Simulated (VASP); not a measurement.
# AlIn2N3 (R3m) in VASP: single point with PBE

Aim: the single point of AlIn2N3 with PBE.

Program: VASP 6.6.1. These are calculated values, not measurements. Logs are shortened: lines on timing, memory, paths and dates and some standing lists are left out, and cuts for length are marked.

## Step 1: The cell of the first run

Symmetry: R3m, No. 160, trigonal system. The conventional cell has a = 4.842 Å, b = 4.842 Å, c = 14.496 Å, α = 90.00°, β = 90.00°, γ = 120.00°. Within 2.1 Å of Al (site symmetry 3m) lie 3 N at 1.55 Å. In (site symmetry 3m) has 3 In at 2.80 Å and 9 N at 2.88 to 3.41 Å and 3 Al at 3.19 Å within 3.7 Å. In (site symmetry 3m) has 3 In at 2.80 Å and 9 N at 2.90 to 3.29 Å and 4 Al at 3.09 to 3.52 Å within 3.7 Å. N (site symmetry m) has 1 Al at 1.55 Å and 2 N at 2.18 Å within 2.2 Å.

The cell was built from a structure type or drawn by symmetry, and may not be a known phase.

## Step 2: Single point, PBE

Contents of INCAR:

```
SYSTEM = AlIn2N3
ALGO = Normal ; EDIFF = 1E-6
ENCUT = 520 ; GGA = PE
ISIF = 2 ; ISMEAR = 0
LASPH = .TRUE. ; LCHARG = .FALSE.
LREAL = .FALSE. ; LWAVE = .FALSE.
NBANDS = 31 ; NELM = 100
PREC = Accurate ; SIGMA = 0.1
```

Contents of KPOINTS:

```
k-points
0
G
  6 6 6
  0 0 0
```

Contents of POSCAR:

```
AlIn2N3
1.0
    2.4210320400      1.3977835000      4.8321350000
   -2.4210320400      1.3977835000      4.8321350000
    0.0000000000     -2.7955670000      4.8321350000
Al In N
1 2 3
Direct
    0.8880496400      0.8880496400      0.8880496400
    0.3270894900      0.3270894900      0.3270894900
    0.6455317300      0.6455317300      0.6455317300
    0.9761921900      0.5253574800      0.9761921900
    0.9761921900      0.9761921900      0.5253574800
    0.5253574800      0.9761921900      0.9761921900
```

Potentials or basis: VASP PAW PBE potentials, release 64 (Al, In_d, N).

Launch:

```bash
$ cat potpaw_PBE.64/Al/POTCAR potpaw_PBE.64/In_d/POTCAR potpaw_PBE.64/N/POTCAR > POTCAR
$ mpirun -np 1 vasp_std > vasp.out
```

OUTCAR:

```text
SYSTEM = AlIn2N3
   EDIFF = 1E-6
   ENCUT = 520
   GGA = PE
   ISIF = 2
   ISMEAR = 0
   LASPH = .TRUE.
   LREAL = .FALSE.
   NELM = 100
   PREC = Accurate

 ion  position               nearest neighbor table
   1  0.888  0.888  0.888-   5 1.55   4 1.55   6 1.55   3 3.09   3 3.09   3 3.09   2 3.19   2 3.19
                             2 3.19   3 3.52
   2  0.327  0.327  0.327-   3 2.80   3 2.80   3 2.80   5 2.88   6 2.88   4 2.88   1 3.19   1 3.19
                             1 3.19
   3  0.646  0.646  0.646-   2 2.80   2 2.80   2 2.80   1 3.09   1 3.09   1 3.09   1 3.52
   4  0.976  0.525  0.976-   1 1.55   2 2.88
   5  0.976  0.976  0.525-   1 1.55   2 2.88
   6  0.525  0.976  0.976-   1 1.55   2 2.88

  LATTYP: Found a trigonal (rhomboedric) cell.
 ALAT       =     5.5825373720
 COS(alpha) =     0.6238441752

  Lattice vectors:

 A1 = (   2.4210320400,   1.3977835000,   4.8321350000)
 A2 = (  -2.4210320400,   1.3977835000,   4.8321350000)
 A3 = (   0.0000000000,  -2.7955670000,   4.8321350000)

Analysis of symmetry for initial positions (statically):
=====================================================================
 Subroutine PRICEL returns:
 Original cell was already a primitive cell.

 Routine SETGRP: Setting up the symmetry group for a
 trigonal (rhombohedral) supercell.

 Subroutine GETGRP returns: Found  6 space group operations
 (whereof  6 operations were pure point group operations)
 out of a pool of 12 trial point group operations.

The static configuration has the point symmetry C_3v.

Analysis of symmetry for dynamics (positions and initial velocities):
=====================================================================
 Subroutine PRICEL returns:
 Original cell was already a primitive cell.

 Routine SETGRP: Setting up the symmetry group for a
 trigonal (rhombohedral) supercell.

 Subroutine GETGRP returns: Found  6 space group operations
 (whereof  6 operations were pure point group operations)
 out of a pool of 12 trial point group operations.

The dynamic configuration has the point symmetry C_3v.

 Subroutine INISYM returns: Found  6 space group operations
 (whereof  6 operations are pure point group operations),
 and found     1 'primitive' translations

----------------------------------------------------------------------------------------

                                     Primitive cell
[... 100 lines left out ...]
   LREAL  =      F    real-space projection
   EDIFFG = 0.1E-04   stopping-criterion for IOM
   NSW    =      0    number of steps for IOM
   IBRION =     -1    ionic relax: 0-MD 1-quasi-New 2-CG
   NFREE  =      0    steps in history (QN), initial steepest desc. (CG)
   ISIF   =      2    stress and relaxation
   ISYM   =      2    0-nonsym 1-usesym 2-fastsym
   POTIM  = 0.5000    time-step for ionic-motion
   TEBEG  =    0.0;   TEEND  =   0.0 temperature during run
   PSTRESS=    0.0 pullay stress
   NELECT =      44.0000    total number of electrons
   NUPDOWN=      -1.0000    fix difference up-down
   EMIN   =  10.00;   EMAX   =-10.00  energy-range for DOS
   EFERMI =   0.00;   METHOD = LEGACY
   ISMEAR =     0;   SIGMA  =   0.10  broadening in eV -4-tet -1-fermi 0-gaus
   EFERMI_NEDOS =   21; number of points for ismear=-14 and -15
   IALGO  =     38    algorithm
   IMIX   =      4    mixing-type and parameters
     AMIX     =   0.40;   BMIX     =  1.00
     AMIX_MAG =   1.60;   BMIX_MAG =  1.00
  volume/ion in A,a.u.               =      16.35       110.35
  Fermi-wavevector in a.u.,A,eV,Ry     =   1.253090  2.367996 21.364326  1.570234
  Thomas-Fermi vector in A             =   2.386959
   LORBIT       =      0    0 simple, 1 ext, 2 COOP (PROOUT), +10 PAW based schemes
   GGA     = PE    functional components
   LHFCALC =     F    Hartree Fock is set to
   AEXX    =    0.0000 exact exchange contribution
   IVDW    =     0    specifies the selected vdW correction
   LEPSILON=     F    determine dielectric tensor
   LRPA    =     F    only Hartree local field effects (RPA)
 non-spin polarized calculation
 Gauss-broadening in eV      SIGMA  =   0.10
  energy-cutoff  :      520.00
  volume of cell :       98.11
 maximum number of plane-waves:      2663
 NGX is ok and might be reduce to    42
   NGX = 21   NGY = 21   NGZ = 21

 number of electron      44.0000005 magnetization

 Free energy of the ion-electron system (eV)
  ---------------------------------------------------
  ext. energy  EPLUGINS =         0.00000000
  ---------------------------------------------------
  free energy    TOTEN  =       -20.75167527 eV

  energy without entropy =      -20.73362190  energy(sigma->0) =      -20.74264858

 E-fermi :   5.2537     XC(G=0): -10.0606

 val. band max:        5.2461374786   @ k =  -0.1667   0.5000   0.1667
 cond. band min:       5.2607919983   @ k =  -0.1667   0.1667   0.1667
 fundamental gap:      0.0146545197
 Fermi energy:         5.2536953729

 k-point     1 :       0.0000    0.0000    0.0000
  band No.  band energies     occupation
      1     -10.8570      2.00000
      2      -9.4452      2.00000
      3      -9.4272      2.00000
      4      -9.4272      2.00000
      5      -9.3343      2.00000
      6      -9.3343      2.00000
[... 805 lines left out ...]
     30      12.9536      0.00000
     31      13.9692      0.00000

 [... further k-points ...]

------------------------ aborting loop because EDIFF is reached ----------------------------------------

  FORCE on cell =-STRESS in cart. coord.  units (eV):
  Direction    XX          YY          ZZ          XY          YZ          ZX
  --------------------------------------------------------------------------------------
  -------------------------------------------------------------------------------------
  Total       17.5496581     17.5496581     13.3702768      0.0000000      0.0000000      0.0000000
  in kB      286.5817215    286.5817215    218.3334232      0.0000000      0.0000000      0.0000000
  external PRESSURE =     263.8322887 kB  Pullay stress =       0.0000000 kB

 VOLUME and BASIS-vectors are now :
 -----------------------------------------------------------------------------
  energy-cutoff  :      520.00
  volume of cell :       98.11
      direct lattice vectors                 reciprocal lattice vectors
     2.421032040  1.397783500  4.832135000     0.206523496  0.119236396  0.068982620
    -2.421032040  1.397783500  4.832135000    -0.206523496  0.119236396  0.068982620
     0.000000000 -2.795567000  4.832135000     0.000000000 -0.238472792  0.068982620

 POSITION                                       TOTAL-FORCE (eV/Angst)
 -----------------------------------------------------------------------------------
      0.00000      0.00000     12.87353         0.000000      0.000000     17.648776
      0.00000      0.00000      4.74162         0.000000      0.000000     -0.061102
      0.00000      0.00000      9.35789         0.000000      0.000000      0.911057
      1.09149     -0.63017     11.97278         6.914784     -3.992252     -6.166244
      0.00000      1.26034     11.97278         0.000000      7.984504     -6.166244
     -1.09149     -0.63017     11.97278        -6.914784     -3.992252     -6.166244
 -----------------------------------------------------------------------------------
    total drift:                                0.000000      0.000000     -0.000224

  FREE ENERGIE OF THE ION-ELECTRON SYSTEM (eV)
  ---------------------------------------------------
  free  energy   TOTEN  =       -20.7516752695 eV

  energy  without entropy=      -20.7336219003  energy(sigma->0) =      -20.74264858
```

stdout:

```text
POSCAR found type information on POSCAR AlInN
 POSCAR found :  3 types and       6 ions
 scaLAPACK will be used
 LDA part: xc-table for (Slater+PW92), standard interpolation
 POSCAR, INCAR and KPOINTS ok, starting setup
 FFT: planning ... GRIDC
 FFT: planning ... GRID_SOFT
 FFT: planning ... GRID
 WAVECAR not read
 entering main loop
```

Wall time 1.9 min (1 thread of Intel Xeon Platinum 8259CL at 2.50GHz (Skylake/Cascade Lake), shared host); peak memory 0.3 GiB.

What came out:

| Item | Value |
| --- | --- |
| Free energy | -20.7517 eV |
| Pressure | 26.4 GPa |
| Largest force | 17.649 eV/Å |
| Band gap on the k mesh | zero (bands 22 and 23 overlap by 2.01 eV) |

Forces in eV/Å, atoms in the order of the input:
```
Al   0.000  0.000 17.649
In   0.000  0.000 -0.061
In   0.000  0.000  0.911
N    6.915 -3.992 -6.166
N    0.000  7.985 -6.166
N   -6.915 -3.992 -6.166
```

Caveat: the cell stands under pressure; spin-orbit coupling is left out, which moves the levels of the heavy elements; forces of over 1 eV/Å act on the atoms, so gaps and moduli don't describe the material at rest.
